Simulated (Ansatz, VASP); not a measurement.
Two plane-wave programs on CdP

```
Cd P
1.0
     0.00000    2.84175    2.84175
     2.84175    0.00000    2.84175
     2.84175    2.84175    0.00000
Cd P
1 1
Cartesian
  0.0000 0.0000 0.0000
  4.2626 4.2626 4.2626
```

Alike in both runs: task relaxation of cell and atoms; functional PBE; k mesh 6 × 6 × 6; occupations gaussian, width 0.1 eV; no spin polarisation.

|  | VASP | Ansatz |
| --- | --- | --- |
| version | VASP 6.6.1 | Ansatz 0.2.0 |
| potentials or method | VASP PAW PBE potentials, release 64 (Cd, P), cutoff 600 eV | scalar-relativistic, plane waves, PAW |
| valence electrons in the cell | 17 | 25 |

|  | VASP | Ansatz | Ansatz less VASP |
| --- | --- | --- | --- |
| gap on the k mesh at the Fermi level, each at its own relaxed structure (eV) | none | none | - |
| relaxed volume (Å³/atom) | 25.95 | 25.72 | -0.226 |
| relaxed length of the cell vector where the two differ most in proportion (Å) | 4.187 | 4.175 | -0.0122 |

A gap of «none» marks a metal or a gap that the smearing closes. VASP's potentials hold 17 valence electrons a cell and Ansatz's 25, so a difference there can come from the potentials and not from the codes.
